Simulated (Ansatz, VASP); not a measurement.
## PbF2 in VASP and in Ansatz

```xyz
3
Lattice="0.0000 2.8889 2.8889 2.8889 0.0000 2.8889 2.8889 2.8889 0.0000" Properties=species:S:1:pos:R:3 pbc="T T T"
Pb    0.0000    0.0000    0.0000
F     1.4444    1.4444    1.4444
F     4.3333    4.3333    4.3333
```

Alike in both runs: task single point; functional PBE; dispersion D3(BJ); k mesh 8 × 8 × 8; occupations gaussian, width 0.02 eV; no spin polarisation.

```csv
,VASP,Ansatz
version,VASP 6.6.1,Ansatz 0.2.0
potentials or method,"VASP PAW PBE potentials, release 64 (Pb_d, F), cutoff 520 eV","scalar-relativistic, plane waves, PAW"
valence electrons in the cell,28,28
```

VASP gave:

- gap on the k mesh at the Fermi level (eV): 4.39
- least direct gap on the mesh (eV): 4.54
- pressure (GPa): 8.1

**Question.** What did Ansatz give for the same quantities?

**Answer.** gap on the k mesh at the Fermi level (eV): 4.39; least direct gap on the mesh (eV): 4.55; pressure (GPa): 8.3.

Spin-orbit coupling is off throughout.
